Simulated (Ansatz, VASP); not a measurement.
## Fe: VASP beside Ansatz

```
Fe
1.0
    -1.41568    1.41568    1.41568
     1.41568   -1.41568    1.41568
     1.41568    1.41568   -1.41568
Fe
1
Direct
  0.00000 0.00000 0.00000
```

Alike in both runs: functional PBE; k mesh 21 × 21 × 21; occupations fermi-dirac, width 0.1 eV; collinear spin.

Ansatz relaxed the structure, and its values are those at the end. VASP's run is a single point on that final structure, the one shown.

|  | VASP | Ansatz |
| --- | --- | --- |
| version | VASP 6.6.1 | Ansatz 0.2.0 |
| potentials or method | VASP PAW PBE potentials, release 64 (Fe) | PAW with Ansatz's default frozen-core files, scalar-relativistic |
| plane-wave cutoff (eV) | 520 | 420 |
| valence electrons in the cell | 8 | 16 |

|  | VASP | Ansatz | Ansatz less VASP |
| --- | --- | --- | --- |
| pressure (GPa) | -0.1 | 0.0 | +0.08 |
| net moment per atom (μB) | 2.17 | 2.15 | -0.019 |
| size of the moment on the site where the two differ most (μB) | 2.17 | 2.20 | +0.030 |

Site moments also hang on the region over which each program counts them. VASP's potentials hold 8 valence electrons a cell and Ansatz's 16, so a difference there can come from the potentials and not from the codes.
